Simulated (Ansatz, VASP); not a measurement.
# HgTe: VASP beside Ansatz

```
CELL_PARAMETERS angstrom
0.00000 3.39165 3.39165
3.39165 0.00000 3.39165
3.39165 3.39165 0.00000
ATOMIC_POSITIONS crystal
Hg 0.00000 0.00000 0.00000
Te 0.25000 0.25000 0.25000
```

Alike in both runs: task single point; functional PBE; k mesh 12 × 12 × 12; occupations gaussian, width 0.1 eV; no spin polarisation.

|  | VASP | Ansatz |
| --- | --- | --- |
| version | VASP 6.6.1 | Ansatz 0.2.0 |
| potentials or method | VASP PAW PBE potentials, release 64 (Hg, Te), cutoff 520 eV | scalar-relativistic, plane waves, PAW |
| valence electrons in the cell | 18 | 36 |

|  | VASP | Ansatz | Ansatz less VASP |
| --- | --- | --- | --- |
| gap on the k mesh at the Fermi level (eV) | none | none | - |
| pressure (GPa) | -1.7 | -1.7 | -0.03 |

A gap of «none» marks a metal or a gap that the smearing closes. VASP's potentials hold 18 valence electrons a cell and Ansatz's 36, so a difference there can come from the potentials and not from the codes.

Neither program's run includes spin-orbit coupling.
